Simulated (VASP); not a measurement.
# SiC (P6_3mc) in VASP: notebook

Aim: see how the results for SiC move with the level of theory and the settings. Levels: SVWN5, PBEsol-based screened hybrid with 25 % exact exchange, r2SCAN0, LDA, PBE. Tasks: single point.

Everything below comes from runs of VASP 6.6.1. Logs are shortened: lines on timing, memory, paths and dates and some standing lists are left out, and cuts for length are marked.

## 1. The cell of the first run

The structure is hexagonal, space group P6_3mc (No. 186). The conventional cell has a = 3.136 Å, b = 3.136 Å, c = 5.147 Å, α = 90.00°, β = 90.00°, γ = 120.00°. Si (site symmetry 3m) has 4 C at 1.91 to 1.98 Å within 2.5 Å. C (site symmetry 3m) has 4 Si at 1.91 to 1.98 Å within 2.5 Å.

## 2. Single point, SVWN5

File INCAR:

```
SYSTEM = SiC
ALGO = Normal
EDIFF = 1E-6
ENCUT = 910
GGA = VW
GGA_COMPAT = .False.
ISIF = 2
ISMEAR = -1
LASPH = .True.
LCHARG = .True.
LELF = .True.
LREAL = .False.
LVHAR = .True.
LWAVE = .False.
NBANDS = 16
NELM = 120
PREC = Accurate
SIGMA = 0.05
```

File KPOINTS:

```
k-points
0
Gamma
  10 10 5
  0 0 0
```

File POSCAR:

```
SiC
1.0
    3.1363290418      0.0000000000      0.0000000000
   -1.5681645209      2.7161406248      0.0000000000
    0.0000000000      0.0000000000      5.1470055276
Si C
2 2
Direct
    0.6666666667      0.3333333333      0.5000000000
    0.3333333333      0.6666666667      0.0000000000
    0.6666666667      0.3333333333      0.8850000000
    0.3333333333      0.6666666667      0.3850000000
```

Potentials or basis: VASP PAW PBE potentials, release 64 (Si, C_h).

Run with:

```
$ cat potpaw_PBE.64/Si/POTCAR potpaw_PBE.64/C_h/POTCAR > POTCAR
$ mpirun -np 1 vasp_std > vasp.out
```

OUTCAR:

```text
SYSTEM = SiC
   EDIFF = 1E-6
   ENCUT = 910
   GGA = VW
   ISIF = 2
   ISMEAR = -1
   LASPH = .True.
   LREAL = .False.
   NELM = 120
   PREC = Accurate

 ion  position               nearest neighbor table
   1  0.667  0.333  0.500-   4 1.91   4 1.91   4 1.91   3 1.98   2 3.15   2 3.15   2 3.15   2 3.15
                             2 3.15   2 3.15
   2  0.333  0.667  0.000-   3 1.91   3 1.91   3 1.91   4 1.98   1 3.15   1 3.15   1 3.15   1 3.15
                             1 3.15   1 3.15
   3  0.667  0.333  0.885-   2 1.91   2 1.91   2 1.91   1 1.98
   4  0.333  0.667  0.385-   1 1.91   1 1.91   1 1.91   2 1.98

  LATTYP: Found a hexagonal cell.
 ALAT       =     3.1363290418
 C/A-ratio  =     1.6410923277

  Lattice vectors:

 A1 = (   3.1363290418,   0.0000000000,   0.0000000000)
 A2 = (  -1.5681645209,   2.7161406248,   0.0000000000)
 A3 = (   0.0000000000,   0.0000000000,   5.1470055276)

Analysis of symmetry for initial positions (statically):
=====================================================================
 Subroutine PRICEL returns:
 Original cell was already a primitive cell.

 Routine SETGRP: Setting up the symmetry group for a
 hexagonal supercell.

 Subroutine GETGRP returns: Found 12 space group operations
 (whereof  6 operations were pure point group operations)
 out of a pool of 24 trial point group operations.

The static configuration has the point symmetry C_3v.
 The point group associated with its full space group is C_6v.

Analysis of symmetry for dynamics (positions and initial velocities):
=====================================================================
 Subroutine PRICEL returns:
 Original cell was already a primitive cell.

 Routine SETGRP: Setting up the symmetry group for a
 hexagonal supercell.

 Subroutine GETGRP returns: Found 12 space group operations
 (whereof  6 operations were pure point group operations)
 out of a pool of 24 trial point group operations.

The dynamic configuration has the point symmetry C_3v.
 The point group associated with its full space group is C_6v.

 Subroutine INISYM returns: Found 12 space group operations
 (whereof  6 operations are pure point group operations),
 and found     1 'primitive' translations

----------------------------------------------------------------------------------------

                                     Primitive cell

  volume of cell :      43.8459

  direct lattice vectors                    reciprocal lattice vectors
     3.136329042  0.000000000  0.000000000     0.318844097  0.184084725  0.000000000
    -1.568164521  2.716140625  0.000000000     0.000000000  0.368169450  0.000000000
     0.000000000  0.000000000  5.147005528     0.000000000  0.000000000  0.194287726

  length of vectors
     3.136329042  3.136329042  5.147005528     0.368169450  0.368169450  0.194287726

  position of ions in fractional coordinates (direct lattice)
     0.666666667  0.333333333  0.500000000
     0.333333333  0.666666667  0.000000000
     0.666666667  0.333333333  0.885000000
     0.333333333  0.666666667  0.385000000

  ion indices of the primitive-cell ions
   primitive index   ion index
                 1           1
                 2           2
                 3           3
                 4           4

----------------------------------------------------------------------------------------

 KPOINTS: k-points

Automatic generation of k-mesh.
 Grid dimensions read from file:
 generate k-points for:   10   10    5

 Generating k-lattice:

  Cartesian coordinates                     Fractional coordinates (reciprocal lattice)
     0.031884410  0.018408473  0.000000000     0.100000000  0.000000000  0.000000000
     0.000000000  0.036816945  0.000000000     0.000000000  0.100000000  0.000000000
     0.000000000  0.000000000  0.038857545     0.000000000  0.000000000  0.200000000

  Length of vectors
     0.036816945  0.036816945  0.038857545

  Shift w.r.t. Gamma in fractional coordinates (k-lattice)
     0.000000000  0.000000000  0.000000000

 Subroutine IBZKPT returns following result:
 ===========================================

 Found     42 irreducible k-points:

 Following reciprocal coordinates:
            Coordinates               Weight
  0.000000  0.000000  0.000000      1.000000
  0.100000  0.000000  0.000000      6.000000
  0.200000  0.000000  0.000000      6.000000
  0.300000  0.000000  0.000000      6.000000
  0.400000  0.000000  0.000000      6.000000
  0.500000  0.000000  0.000000      3.000000
[... 16 lines left out ...]
  0.300000  0.100000  0.200000     24.000000
  0.400000  0.100000  0.200000     24.000000
 [... further k-points ...]
   k-points           NKPTS =     42   k-points in BZ     NKDIM =     42   number of bands    NBANDS=     16
   number of dos      NEDOS =    301   number of ions     NIONS =      4
   total plane-waves  NPLWV =  55296
   dimension x,y,z NGX =    32 NGY =   32 NGZ =   54
   dimension x,y,z NGXF=    64 NGYF=   64 NGZF=  108
   ions per type =               2   2
   NGX,Y,Z   is equivalent  to a cutoff of  16.96, 16.96, 17.44 a.u.
   NGXF,Y,Z  is equivalent  to a cutoff of  33.92, 33.92, 34.88 a.u.
 SYSTEM =  SiC
   PREC   = accura    normal or accurate (medium, high low for compatibility)
   ISTART =      0    job   : 0-new  1-cont  2-samecut
   ICHARG =      2    charge: 1-file 2-atom 10-const
   ISPIN  =      1    spin polarized calculation?
   LNONCOLLINEAR =      F non collinear calculations
   LSORBIT =      F    spin-orbit coupling
   LASPH  =      T    aspherical Exc in radial PAW
   ENCUT  =  910.0 eV  66.88 Ry    8.18 a.u.   7.71  7.71 12.66*2*pi/ulx,y,z
   NELM   =    120;   NELMIN=  2; NELMDL= -5     # of ELM steps
   EDIFF  = 0.1E-05   stopping-criterion for ELM
   LREAL  =      F    real-space projection
   EDIFFG = 0.1E-04   stopping-criterion for IOM
   NSW    =      0    number of steps for IOM
   IBRION =     -1    ionic relax: 0-MD 1-quasi-New 2-CG
   NFREE  =      0    steps in history (QN), initial steepest desc. (CG)
   ISIF   =      2    stress and relaxation
   ISYM   =      2    0-nonsym 1-usesym 2-fastsym
   POTIM  = 0.5000    time-step for ionic-motion
   TEBEG  =    0.0;   TEEND  =   0.0 temperature during run
   PSTRESS=    0.0 pullay stress
   NELECT =      16.0000    total number of electrons
   NUPDOWN=      -1.0000    fix difference up-down
   EMIN   =  10.00;   EMAX   =-10.00  energy-range for DOS
   EFERMI =   0.00;   METHOD = LEGACY
   ISMEAR =    -1;   SIGMA  =   0.05  broadening in eV -4-tet -1-fermi 0-gaus
   EFERMI_NEDOS =   21; number of points for ismear=-14 and -15
   IALGO  =     38    algorithm
   IMIX   =      4    mixing-type and parameters
     AMIX     =   0.40;   BMIX     =  1.00
     AMIX_MAG =   1.60;   BMIX_MAG =  1.00
  volume/ion in A,a.u.               =      10.96        73.97
  Fermi-wavevector in a.u.,A,eV,Ry     =   1.169873  2.210739 18.620967  1.368602
  Thomas-Fermi vector in A             =   2.306339
   LORBIT       =      0    0 simple, 1 ext, 2 COOP (PROOUT), +10 PAW based schemes
   GGA     = VW    functional components
   LHFCALC =     F    Hartree Fock is set to
   AEXX    =    0.0000 exact exchange contribution
   IVDW    =     0    specifies the selected vdW correction
   LEPSILON=     F    determine dielectric tensor
   LRPA    =     F    only Hartree local field effects (RPA)
 non-spin polarized calculation
  energy-cutoff  :      910.00
  volume of cell :       43.85
 maximum number of plane-waves:      2755
 NGX is ok and might be reduce to    32
   NGX = 15   NGY = 15   NGZ = 25

 number of electron      16.0000000 magnetization

 Free energy of the ion-electron system (eV)
  ---------------------------------------------------
  ext. energy  EPLUGINS =         0.00000000
  ---------------------------------------------------
  free energy    TOTEN  =       -33.02501249 eV

  energy without entropy =      -33.02501249  energy(sigma->0) =      -33.02501249

 E-fermi :   8.7827     XC(G=0): -11.3349

 val. band max:        7.8693886652   @ k =   0.0000   0.0000   0.0000
 cond. band min:      10.2606326201   @ k =   0.5000   0.0000   0.0000
 fundamental gap:      2.3912439550
 Fermi energy:         8.7827179991

 k-point     1 :       0.0000    0.0000    0.0000
  band No.  band energies     occupation
      1      -7.3324      2.00000
      2      -3.9942      2.00000
      3      -0.5231      2.00000
      4       6.3391      2.00000
      5       6.3391      2.00000
      6       7.5938      2.00000
[... 8 lines left out ...]
     15      16.0898      0.00000
     16      18.5567      0.00000

 k-point     2 :       0.1000    0.0000    0.0000
  band No.  band energies     occupation
      1      -7.1659      2.00000
      2      -3.8498      2.00000
      3      -0.3717      2.00000
      4       5.4211      2.00000
      5       6.0625      2.00000
      6       6.9585      2.00000
[... 8 lines left out ...]
     15      16.5211      0.00000
     16      17.6725      0.00000

 k-point     3 :       0.2000    0.0000    0.0000
  band No.  band energies     occupation
      1      -6.6727      2.00000
      2      -3.4342      2.00000
      3       0.0573      2.00000
      4       3.6056      2.00000
      5       5.4857      2.00000
      6       5.5161      2.00000
[... 8 lines left out ...]
     15      16.8382      0.00000
     16      17.4658      0.00000

 k-point     4 :       0.3000    0.0000    0.0000
  band No.  band energies     occupation
      1      -5.8781      2.00000
      2      -2.8334      2.00000
      3       0.5398      2.00000
      4       1.9698      2.00000
      5       3.8587      2.00000
      6       4.9316      2.00000
[... 8 lines left out ...]
     15      17.6805      0.00000
     16      18.8437      0.00000
[... 324 lines left out ...]
 k-point    22 :       0.2000    0.1000    0.2000
  band No.  band energies     occupation
      1      -6.0095      2.00000
      2      -3.6396      2.00000
      3       1.1235      2.00000
      4       3.0130      2.00000
      5       3.9937      2.00000
      6       4.9016      2.00000
[... 8 lines left out ...]
     15      17.4926      0.00000
     16      18.0537      0.00000

 k-point    23 :       0.3000    0.1000    0.2000
  band No.  band energies     occupation
      1      -5.1002      2.00000
      2      -2.9416      2.00000
      3       0.4947      2.00000
      4       2.4278      2.00000
      5       2.8273      2.00000
      6       4.2189      2.00000
[... 8 lines left out ...]
     15      18.1729      0.00000
     16      18.7174      0.00000

 k-point    24 :       0.4000    0.1000    0.2000
  band No.  band energies     occupation
      1      -4.1139      2.00000
      2      -2.6323      2.00000
      3      -0.2426      2.00000
      4       1.2037      2.00000
      5       3.2626      2.00000
      6       4.0490      2.00000
[... 8 lines left out ...]
     15      18.5506      0.00000
     16      19.8329      0.00000

 [... further k-points ...]
[... 5 lines left out ...]
  --------------------------------------------------------------------------------------
  -------------------------------------------------------------------------------------
  Total       -3.7089592     -3.7089592     -4.3336373      0.0000000      0.0000000      0.0000000
  in kB     -135.5295944   -135.5295944   -158.3560433      0.0000000      0.0000000      0.0000000
  external PRESSURE =    -143.1384107 kB  Pullay stress =       0.0000000 kB

 VOLUME and BASIS-vectors are now :
 -----------------------------------------------------------------------------
  energy-cutoff  :      910.00
  volume of cell :       43.85
      direct lattice vectors                 reciprocal lattice vectors
     3.136329042  0.000000000  0.000000000     0.318844097  0.184084725  0.000000000
    -1.568164521  2.716140625  0.000000000     0.000000000  0.368169450  0.000000000
     0.000000000  0.000000000  5.147005528     0.000000000  0.000000000  0.194287726

 POSITION                                       TOTAL-FORCE (eV/Angst)
 -----------------------------------------------------------------------------------
      1.56816      0.90538      2.57350         0.000000     -0.000000      0.655457
     -0.00000      1.81076      0.00000        -0.000000      0.000000      0.655457
      1.56816      0.90538      4.55510        -0.000000     -0.000000     -0.655457
     -0.00000      1.81076      1.98160         0.000000      0.000000     -0.655457
 -----------------------------------------------------------------------------------
    total drift:                               -0.000000      0.000000     -0.000022

  FREE ENERGIE OF THE ION-ELECTRON SYSTEM (eV)
  ---------------------------------------------------
  free  energy   TOTEN  =       -33.0250124862 eV

  energy  without entropy=      -33.0250124861  energy(sigma->0) =      -33.02501249
```

It took 40 s on 1 thread of AMD EPYC 7R13 (Zen 3), shared host; peak memory 0.18 GiB.

What came out:

```yaml
Free_energy: -33.0250 eV
Pressure: -14.3 GPa
Largest_force: 0.655 eV/Å
Band_gap_on_the_k_mesh: 2.39 eV (least direct gap 3.87 eV)
```

Forces in eV/Å, atoms in the order of the input:
```
Si   0.000  0.000  0.655
Si   0.000  0.000  0.655
C    0.000  0.000 -0.655
C    0.000  0.000 -0.655
```

Caveat: the cutoff is under 1.25 times the usual one of these potentials, so pressure, stress and relaxed cells hold a basis-set (Pulay) error; the cell stands under tension; the PAW data sets were made with another functional, which shifts forces and pressure a little; an odd mesh through Γ misses points on the zone boundary, where band edges can lie.

[end of part 1 of 3]
